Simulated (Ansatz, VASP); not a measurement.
## One calculation of BaTiO3, two programs

```xyz
5
Lattice="3.9555 0.0000 0.0000 0.0000 3.9555 0.0000 0.0000 0.0000 4.2260" Properties=species:S:1:pos:R:3 pbc="T T T"
Ba    1.9777    1.9777    2.5121
Ti    0.0000    0.0000    0.4662
O     0.0000    1.9777    0.2499
O     1.9777    0.0000    0.2499
O     0.0000    0.0000    2.2695
```

Change from the starting cell: strain along c alone, the other axes held, atoms relaxed: +4.5 %.

Alike in both runs: functional PBEsol; k mesh 8 × 8 × 8; occupations gaussian, width 0.02 eV; no spin polarisation.

Ansatz relaxed the structure, and its values are those at the end. VASP's run is a single point on that final structure, the one shown.

|  | VASP | Ansatz |
| --- | --- | --- |
| version | VASP 6.6.1 | Ansatz 0.2.0 |
| potentials or method | VASP PAW PBE potentials, release 64 (Ba_sv, Ti_sv, O), cutoff 520 eV | scalar-relativistic, plane waves, PAW |
| valence electrons in the cell | 40 | 40 |

|  | VASP | Ansatz | Ansatz less VASP |
| --- | --- | --- | --- |
| gap on the k mesh at the Fermi level (eV) | 1.78 | 1.83 | +0.056 |
| least direct gap on the mesh (eV) | 2.38 | 2.42 | +0.036 |
| pressure (GPa) | -2.2 | -3.8 | -1.69 |
| rms of the force components (eV/Å) | 0.035 | 0.001 | -0.0346 |

VASP's potentials were made for PBE, not for PBEsol. Ansatz's warnings: stress scf threshold loose.

Neither program's run includes spin-orbit coupling.
